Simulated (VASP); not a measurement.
# HgTe (Fm-3m) in VASP: a series of runs, part 2 of 3

VASP 6.6.1. The steps go on from the part before.

## 3. Single point, r2SCAN

Contents of POSCAR:

```
HgTe
1.0
    0.0000000000      3.0470447706      3.0470447706
    3.0470447706      0.0000000000      3.0470447706
    3.0470447706      3.0470447706      0.0000000000
Hg Te
1 1
Direct
    0.0000000000      0.0000000000      0.0000000000
    0.5000000000      0.5000000000      0.5000000000
```

Contents of INCAR.step1:

```
SYSTEM = HgTe
PREC = Accurate
ENCUT = 520
ISMEAR = 0
SIGMA = 0.1
LREAL = .False.
LASPH = .True.
NELM = 100
NBANDS = 16
GGA = PE
ALGO = Normal
EDIFF = 1E-4
LWAVE = .True.
LCHARG = .False.
```

Contents of INCAR.step2:

```
SYSTEM = HgTe
PREC = Accurate
ENCUT = 520
EDIFF = 1E-6
ISMEAR = 0
SIGMA = 0.1
LREAL = .False.
LASPH = .True.
NELM = 100
ALGO = Normal
ISIF = 2
LWAVE = .False.
LCHARG = .False.
METAGGA = R2SCAN
LMIXTAU = .True.
NBANDS = 16
ISTART = 1
```

Contents of KPOINTS:

```
regular mesh
0
Gamma
  12 12 12
  0 0 0
```

Potentials or basis: VASP PAW PBE potentials, release 64 (Hg, Te).

The run is started by

```
$ cat potpaw_PBE.64/Hg/POTCAR potpaw_PBE.64/Te/POTCAR > POTCAR
$ cp INCAR.step1 INCAR
$ mpirun -np 1 vasp_std > vasp.out
$ cp INCAR.step2 INCAR
$ mpirun -np 1 vasp_std > vasp.out
```

OUTCAR:

```text
SYSTEM = HgTe
   PREC = Accurate
   ENCUT = 520
   EDIFF = 1E-6
   ISMEAR = 0
   LREAL = .False.
   LASPH = .True.
   NELM = 100
   ISIF = 2
   METAGGA = R2SCAN
   ISTART = 1

 ion  position               nearest neighbor table
   1  0.000  0.000  0.000-   2 3.05   2 3.05   2 3.05   2 3.05   2 3.05   2 3.05
   2  0.500  0.500  0.500-   1 3.05   1 3.05   1 3.05   1 3.05   1 3.05   1 3.05

  LATTYP: Found a face centered cubic cell.
 ALAT       =     6.0940895412

  Lattice vectors:

 A1 = (   0.0000000000,   3.0470447706,   3.0470447706)
 A2 = (   3.0470447706,   0.0000000000,   3.0470447706)
 A3 = (   3.0470447706,   3.0470447706,   0.0000000000)

Analysis of symmetry for initial positions (statically):
=====================================================================
 Subroutine PRICEL returns:
 Original cell was already a primitive cell.

 Routine SETGRP: Setting up the symmetry group for a
 face centered cubic supercell.

 Subroutine GETGRP returns: Found 48 space group operations
 (whereof 48 operations were pure point group operations)
 out of a pool of 48 trial point group operations.

The static configuration has the point symmetry O_h .

Analysis of symmetry for dynamics (positions and initial velocities):
=====================================================================
 Subroutine PRICEL returns:
 Original cell was already a primitive cell.

 Routine SETGRP: Setting up the symmetry group for a
 face centered cubic supercell.

 Subroutine GETGRP returns: Found 48 space group operations
 (whereof 48 operations were pure point group operations)
 out of a pool of 48 trial point group operations.

The dynamic configuration has the point symmetry O_h .

 Subroutine INISYM returns: Found 48 space group operations
 (whereof 48 operations are pure point group operations),
 and found     1 'primitive' translations

----------------------------------------------------------------------------------------

                                     Primitive cell

  volume of cell :      56.5805

  direct lattice vectors                    reciprocal lattice vectors
     0.000000000  3.047044771  3.047044771    -0.164093421  0.164093421  0.164093421
     3.047044771  0.000000000  3.047044771     0.164093421 -0.164093421  0.164093421
     3.047044771  3.047044771  0.000000000     0.164093421  0.164093421 -0.164093421

  length of vectors
     4.309172040  4.309172040  4.309172040     0.284218142  0.284218142  0.284218142

  position of ions in fractional coordinates (direct lattice)
     0.000000000  0.000000000  0.000000000
     0.500000000  0.500000000  0.500000000

  ion indices of the primitive-cell ions
   primitive index   ion index
                 1           1
                 2           2

----------------------------------------------------------------------------------------

 KPOINTS: regular mesh

Automatic generation of k-mesh.
 Grid dimensions read from file:
 generate k-points for:   12   12   12

 Generating k-lattice:

  Cartesian coordinates                     Fractional coordinates (reciprocal lattice)
    -0.013674452  0.013674452  0.013674452     0.083333333  0.000000000  0.000000000
     0.013674452 -0.013674452  0.013674452     0.000000000  0.083333333  0.000000000
     0.013674452  0.013674452 -0.013674452     0.000000000  0.000000000  0.083333333

  Length of vectors
     0.023684845  0.023684845  0.023684845

  Shift w.r.t. Gamma in fractional coordinates (k-lattice)
     0.000000000  0.000000000  0.000000000

 Subroutine IBZKPT returns following result:
 ===========================================

 Found     72 irreducible k-points:

 Following reciprocal coordinates:
            Coordinates               Weight
  0.000000  0.000000  0.000000      1.000000
  0.083333  0.000000  0.000000      8.000000
  0.166667  0.000000  0.000000      8.000000
  0.250000  0.000000  0.000000      8.000000
  0.333333  0.000000  0.000000      8.000000
  0.416667  0.000000  0.000000      8.000000
[... 16 lines left out ...]
  0.500000  0.166667  0.000000     24.000000
 -0.416667  0.166667  0.000000     24.000000
 [... further k-points ...]
   k-points           NKPTS =     72   k-points in BZ     NKDIM =     72   number of bands    NBANDS=     16
   number of dos      NEDOS =    301   number of ions     NIONS =      2
   total plane-waves  NPLWV =  32768
   dimension x,y,z NGX =    32 NGY =   32 NGZ =   32
   dimension x,y,z NGXF=    64 NGYF=   64 NGZF=   64
   ions per type =               1   1
   NGX,Y,Z   is equivalent  to a cutoff of  12.35, 12.35, 12.35 a.u.
   NGXF,Y,Z  is equivalent  to a cutoff of  24.69, 24.69, 24.69 a.u.
 SYSTEM =  HgTe
   PREC   = accura    normal or accurate (medium, high low for compatibility)
   ISTART =      1    job   : 0-new  1-cont  2-samecut
   ICHARG =      0    charge: 1-file 2-atom 10-const
   ISPIN  =      1    spin polarized calculation?
   LNONCOLLINEAR =      F non collinear calculations
   LSORBIT =      F    spin-orbit coupling
   LASPH  =      T    aspherical Exc in radial PAW
   ENCUT  =  520.0 eV  38.22 Ry    6.18 a.u.   8.01  8.01  8.01*2*pi/ulx,y,z
   NELM   =    100;   NELMIN=  2; NELMDL=  0     # of ELM steps
   EDIFF  = 0.1E-05   stopping-criterion for ELM
   LREAL  =      F    real-space projection
   EDIFFG = 0.1E-04   stopping-criterion for IOM
   NSW    =      0    number of steps for IOM
   IBRION =     -1    ionic relax: 0-MD 1-quasi-New 2-CG
   NFREE  =      0    steps in history (QN), initial steepest desc. (CG)
   ISIF   =      2    stress and relaxation
   ISYM   =      2    0-nonsym 1-usesym 2-fastsym
   POTIM  = 0.5000    time-step for ionic-motion
   TEBEG  =    0.0;   TEEND  =   0.0 temperature during run
   PSTRESS=    0.0 pullay stress
   NELECT =      18.0000    total number of electrons
   NUPDOWN=      -1.0000    fix difference up-down
   EMIN   =  10.00;   EMAX   =-10.00  energy-range for DOS
   EFERMI =   0.00;   METHOD = LEGACY
   ISMEAR =     0;   SIGMA  =   0.10  broadening in eV -4-tet -1-fermi 0-gaus
   EFERMI_NEDOS =   21; number of points for ismear=-14 and -15
   IALGO  =     38    algorithm
   IMIX   =      4    mixing-type and parameters
     AMIX     =   0.40;   BMIX     =  1.00
     AMIX_MAG =   1.60;   BMIX_MAG =  1.00
  volume/ion in A,a.u.               =      28.29       190.91
  Fermi-wavevector in a.u.,A,eV,Ry     =   1.117575  2.111911 16.993333  1.248975
  Thomas-Fermi vector in A             =   2.254199
   LORBIT       =      0    0 simple, 1 ext, 2 COOP (PROOUT), +10 PAW based schemes
   METAGGA = R2SCAN    functional components
   LHFCALC =     F    Hartree Fock is set to
   AEXX    =    0.0000 exact exchange contribution
   IVDW    =     0    specifies the selected vdW correction
   LEPSILON=     F    determine dielectric tensor
   LRPA    =     F    only Hartree local field effects (RPA)
 non-spin polarized calculation
 Gauss-broadening in eV      SIGMA  =   0.10
  energy-cutoff  :      520.00
  volume of cell :       56.58
 maximum number of plane-waves:      1546
   NGX = 17   NGY = 17   NGZ = 17

 number of electron      18.0000003 magnetization

 Free energy of the ion-electron system (eV)
  ---------------------------------------------------
  ext. energy  EPLUGINS =         0.00000000
  ---------------------------------------------------
  free energy    TOTEN  =       -74.86222227 eV

  energy without entropy =      -74.85701438  energy(sigma->0) =      -74.85961833

 E-fermi :   4.2133     XC(G=0): -10.4430

 val. band max:        4.1919805841   @ k =   0.3333   0.0000   0.0000
 cond. band min:       4.2150102184   @ k =   0.5000   0.0833   0.0000
 fundamental gap:      0.0230296343
 Fermi energy:         4.2133068970

 k-point     1 :       0.0000    0.0000    0.0000
  band No.  band energies     occupation
      1      -8.2380      2.00000
      2      -2.7790      2.00000
      3      -2.7790      2.00000
      4      -2.7111      2.00000
      5      -2.7111      2.00000
      6      -2.7111      2.00000
[... 8 lines left out ...]
     15      12.5305      0.00000
     16      12.5305      0.00000
[... 419 lines left out ...]
 k-point    24 :      -0.4167    0.1667    0.0000
  band No.  band energies     occupation
      1      -6.9648      2.00000
      2      -3.0947      2.00000
      3      -3.0711      2.00000
      4      -2.8832      2.00000
      5      -2.5435      2.00000
      6      -2.5196      2.00000
[... 8 lines left out ...]
     15      14.9952      0.00000
     16      15.6117      0.00000

 [... further k-points ...]
[... 5 lines left out ...]
  --------------------------------------------------------------------------------------
  -------------------------------------------------------------------------------------
  Total        0.0480007      0.0480007      0.0480007      0.0000000      0.0000000     -0.0000000
  in kB        1.3592253      1.3592253      1.3592253      0.0000000      0.0000000     -0.0000000
  external PRESSURE =       1.3592253 kB  Pullay stress =       0.0000000 kB

 VOLUME and BASIS-vectors are now :
 -----------------------------------------------------------------------------
  energy-cutoff  :      520.00
  volume of cell :       56.58
      direct lattice vectors                 reciprocal lattice vectors
     0.000000000  3.047044771  3.047044771    -0.164093421  0.164093421  0.164093421
     3.047044771  0.000000000  3.047044771     0.164093421 -0.164093421  0.164093421
     3.047044771  3.047044771  0.000000000     0.164093421  0.164093421 -0.164093421

 POSITION                                       TOTAL-FORCE (eV/Angst)
 -----------------------------------------------------------------------------------
      0.00000      0.00000      0.00000         0.000000      0.000000      0.000000
      3.04704      3.04704      3.04704        -0.000000     -0.000000     -0.000000
 -----------------------------------------------------------------------------------
    total drift:                                0.000000     -0.000000     -0.000000

  FREE ENERGIE OF THE ION-ELECTRON SYSTEM (eV)
  ---------------------------------------------------
  free  energy   TOTEN  =       -74.8622222681 eV

  energy  without entropy=      -74.8570143827  energy(sigma->0) =      -74.85961833
```

Wall time 2.2 min (1 thread of Intel Xeon Platinum 8259CL at 2.50GHz (Skylake/Cascade Lake), shared host); peak memory 0.23 GiB.

Results:

* Free energy: -74.8622 eV
* Pressure: 0.1 GPa
* Band gap on the k mesh: zero (band 9 reaches 4.50 eV, above the bottom of band 10 at 1.87 eV)

Levels at points of the mesh, in eV from the Fermi level:
| k point | band 6 | band 7 | band 8 | band 9 | band 10 | band 11 | band 12 | band 13 |
| --- | --- | --- | --- | --- | --- | --- | --- | --- |
| (0.00, 0.00, 0.00) | -6.92 | -0.75 | -0.75 | -0.75 | -0.60 | 8.11 | 8.11 | 8.11 |
| (0.50, 0.00, 0.00) | -6.76 | -5.70 | 0.28 | 0.28 | 3.09 | 4.00 | 4.29 | 4.29 |
| (0.50, 0.50, 0.00) | -6.03 | -4.38 | -2.66 | -2.35 | -2.35 | 5.22 | 9.83 | 9.83 |

Caveat: the PAW data sets were made with another functional, which shifts forces and pressure a little; spin-orbit coupling is left out, which moves the levels of the heavy elements.

## 4. Single point, r2SCAN (volume scaled by 1.03)

Contents of POSCAR:

```
HgTe
1.0
    0.0000000000      3.0772154929      3.0772154929
    3.0772154929      0.0000000000      3.0772154929
    3.0772154929      3.0772154929      0.0000000000
Hg Te
1 1
Direct
    0.0000000000      0.0000000000      0.0000000000
    0.5000000000      0.5000000000      0.5000000000
```

INCAR.step1 is that of step 3.

Changes to INCAR.step2 since step 3:

```diff
@@ -3,3 +3,3 @@
 ENCUT = 520
-EDIFF = 1E-6
+EDIFF = 1E-7
 ISMEAR = 0
```

Contents of KPOINTS:

```
Automatic mesh
0
Gamma
  12 12 12
  0 0 0
```

Potentials or basis: VASP PAW PBE potentials, release 64 (Hg, Te).

The run is started by

```
$ cat potpaw_PBE.64/Hg/POTCAR potpaw_PBE.64/Te/POTCAR > POTCAR
$ cp INCAR.step1 INCAR
$ mpirun -np 1 vasp_std > vasp.out
$ cp INCAR.step2 INCAR
$ mpirun -np 1 vasp_std > vasp.out
```

OUTCAR:

```text
SYSTEM = HgTe
   PREC = Accurate
   ENCUT = 520
   EDIFF = 1E-7
   ISMEAR = 0
   LREAL = .False.
   LASPH = .True.
   NELM = 100
   ISIF = 2
   METAGGA = R2SCAN
   ISTART = 1

 ion  position               nearest neighbor table
   1  0.000  0.000  0.000-   2 3.08   2 3.08   2 3.08   2 3.08   2 3.08   2 3.08
   2  0.500  0.500  0.500-   1 3.08   1 3.08   1 3.08   1 3.08   1 3.08   1 3.08

  LATTYP: Found a face centered cubic cell.
 ALAT       =     6.1544309858

  Lattice vectors:

 A1 = (   0.0000000000,   3.0772154929,   3.0772154929)
 A2 = (   3.0772154929,   0.0000000000,   3.0772154929)
 A3 = (   3.0772154929,   3.0772154929,   0.0000000000)

Analysis of symmetry for initial positions (statically):
=====================================================================
 Subroutine PRICEL returns:
 Original cell was already a primitive cell.

 Routine SETGRP: Setting up the symmetry group for a
 face centered cubic supercell.

 Subroutine GETGRP returns: Found 48 space group operations
 (whereof 48 operations were pure point group operations)
 out of a pool of 48 trial point group operations.

The static configuration has the point symmetry O_h .

Analysis of symmetry for dynamics (positions and initial velocities):
=====================================================================
 Subroutine PRICEL returns:
 Original cell was already a primitive cell.

 Routine SETGRP: Setting up the symmetry group for a
 face centered cubic supercell.

 Subroutine GETGRP returns: Found 48 space group operations
 (whereof 48 operations were pure point group operations)
 out of a pool of 48 trial point group operations.

The dynamic configuration has the point symmetry O_h .

 Subroutine INISYM returns: Found 48 space group operations
 (whereof 48 operations are pure point group operations),
 and found     1 'primitive' translations
[... 104 lines left out ...]
   TEBEG  =    0.0;   TEEND  =   0.0 temperature during run
   PSTRESS=    0.0 pullay stress
   NELECT =      18.0000    total number of electrons
   NUPDOWN=      -1.0000    fix difference up-down
   EMIN   =  10.00;   EMAX   =-10.00  energy-range for DOS
   EFERMI =   0.00;   METHOD = LEGACY
   ISMEAR =     0;   SIGMA  =   0.10  broadening in eV -4-tet -1-fermi 0-gaus
   EFERMI_NEDOS =   21; number of points for ismear=-14 and -15
   IALGO  =     38    algorithm
   IMIX   =      4    mixing-type and parameters
     AMIX     =   0.40;   BMIX     =  1.00
     AMIX_MAG =   1.60;   BMIX_MAG =  1.00
  volume/ion in A,a.u.               =      29.14       196.64
  Fermi-wavevector in a.u.,A,eV,Ry     =   1.106618  2.091205 16.661743  1.224604
  Thomas-Fermi vector in A             =   2.243121
   LORBIT       =      0    0 simple, 1 ext, 2 COOP (PROOUT), +10 PAW based schemes
   METAGGA = R2SCAN    functional components
   LHFCALC =     F    Hartree Fock is set to
   AEXX    =    0.0000 exact exchange contribution
   IVDW    =     0    specifies the selected vdW correction
   LEPSILON=     F    determine dielectric tensor
   LRPA    =     F    only Hartree local field effects (RPA)
 non-spin polarized calculation
 Gauss-broadening in eV      SIGMA  =   0.10
  energy-cutoff  :      520.00
  volume of cell :       58.28
 maximum number of plane-waves:      1592
   NGX = 17   NGY = 17   NGZ = 17

 number of electron      17.9999999 magnetization

 Free energy of the ion-electron system (eV)
  ---------------------------------------------------
  ext. energy  EPLUGINS =         0.00000000
  ---------------------------------------------------
  free energy    TOTEN  =       -74.85606776 eV

  energy without entropy =      -74.85048537  energy(sigma->0) =      -74.85327657

 E-fermi :   3.8811     XC(G=0): -10.2903

 val. band max:        3.8754803655   @ k =   0.5000   0.0833   0.0000
 cond. band min:       3.9410234686   @ k =  -0.2500   0.2500   0.0000
 fundamental gap:      0.0655431031
 Fermi energy:         3.8810504387

 k-point     1 :       0.0000    0.0000    0.0000
  band No.  band energies     occupation
      1      -8.3567      2.00000
      2      -2.9983      2.00000
      3      -2.9983      2.00000
      4      -2.9336      2.00000
      5      -2.9336      2.00000
      6      -2.9336      2.00000
[... 433 lines left out ...]
      3      -3.2466      2.00000
      4      -3.0862      2.00000
      5      -2.7797      2.00000
      6      -2.7588      2.00000
[... 8 lines left out ...]
     15      14.6201      0.00000
     16      15.1714      0.00000

 [... further k-points ...]
[... 5 lines left out ...]
  --------------------------------------------------------------------------------------
  -------------------------------------------------------------------------------------
  Total       -0.4859562     -0.4859562     -0.4859562      0.0000000      0.0000000     -0.0000000
  in kB      -13.3599229    -13.3599229    -13.3599229      0.0000000      0.0000000     -0.0000000
  external PRESSURE =     -13.3599229 kB  Pullay stress =       0.0000000 kB

 VOLUME and BASIS-vectors are now :
 -----------------------------------------------------------------------------
  energy-cutoff  :      520.00
  volume of cell :       58.28
      direct lattice vectors                 reciprocal lattice vectors
     0.000000000  3.077215493  3.077215493    -0.162484558  0.162484558  0.162484558
     3.077215493  0.000000000  3.077215493     0.162484558 -0.162484558  0.162484558
     3.077215493  3.077215493  0.000000000     0.162484558  0.162484558 -0.162484558

 POSITION                                       TOTAL-FORCE (eV/Angst)
 -----------------------------------------------------------------------------------
      0.00000      0.00000      0.00000        -0.000000     -0.000000     -0.000000
      3.07722      3.07722      3.07722         0.000000      0.000000      0.000000
 -----------------------------------------------------------------------------------
    total drift:                                0.000000     -0.000000     -0.000000

  FREE ENERGIE OF THE ION-ELECTRON SYSTEM (eV)
  ---------------------------------------------------
  free  energy   TOTEN  =       -74.8560677642 eV

  energy  without entropy=      -74.8504853692  energy(sigma->0) =      -74.85327657
```

OUTCAR.step1:

```text
SYSTEM = HgTe
   PREC = Accurate
   ENCUT = 520
   ISMEAR = 0
   LREAL = .False.
   LASPH = .True.
[... 677 lines left out ...]
      0.00000      0.00000      0.00000         0.000000      0.000000      0.000000
      3.07722      3.07722      3.07722         0.000000      0.000000      0.000000
 -----------------------------------------------------------------------------------
    total drift:                                0.000000     -0.000000     -0.000000

  FREE ENERGIE OF THE ION-ELECTRON SYSTEM (eV)
  ---------------------------------------------------
  free  energy   TOTEN  =        -3.3453530070 eV

  energy  without entropy=       -3.3399744805  energy(sigma->0) =       -3.34266374
```

Run time: 2.4 min. Hardware: 1 thread of Intel Xeon Platinum 8259CL at 2.50GHz (Skylake/Cascade Lake), shared host; peak memory 0.23 GiB.

Results:

* Free energy: -74.8561 eV
* Pressure: -1.3 GPa
* Band gap on the k mesh: zero (band 9 reaches 4.14 eV, above the bottom of band 10 at 1.66 eV)

Levels at points of the mesh, in eV from the Fermi level:
| k point | band 7 | band 8 | band 9 | band 10 | band 11 | band 12 |
| --- | --- | --- | --- | --- | --- | --- |
| (0.00, 0.00, 0.00) | -0.72 | -0.70 | -0.70 | -0.70 | 8.10 | 8.10 |
| (0.50, 0.00, 0.00) | -5.56 | 0.25 | 0.25 | 3.12 | 3.84 | 4.34 |
| (0.50, 0.50, 0.00) | -4.17 | -2.61 | -2.23 | -2.23 | 5.26 | 9.66 |

Caveat: the PAW data sets were made with another functional, which shifts forces and pressure a little; spin-orbit coupling is left out, which moves the levels of the heavy elements.

(Part 2 of 3 ends here.)
